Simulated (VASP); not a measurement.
The system is GaN.

```
Ga N
1.0
     0.00000    2.16333    2.16333
     2.16333    0.00000    2.16333
     2.16333    2.16333    0.00000
Ga N
1 1
Direct
  0.00000 0.00000 0.00000
  0.50000 0.50000 0.50000
```

Base run:

| Quantity | Value |
| --- | --- |
| Program | VASP 6.6.1 |
| Functional | HSE06 |
| Potentials or basis | VASP PAW PBE potentials, release 64 (Ga_d, N) |
| Cutoff | 520 eV |
| k mesh | 6 × 6 × 6 |
| Occupations | fermi-dirac, width 0.05 eV |
| Spin | no spin polarisation |

Its results: band gap on the k mesh 1.32 eV, indirect (least direct gap 3.10 eV); pressure -16.5 GPa.

Problem. The run is repeated on the same cell with these changes: functional from HSE06 to PBE0. What comes out?

Solution. Band gap on the k mesh 2.04 eV, indirect (least direct gap 3.82 eV); pressure -16.8 GPa.

Caveats: the PAW data sets were made with another functional, which shifts forces and pressure a little.

A k mesh can miss the band edges.
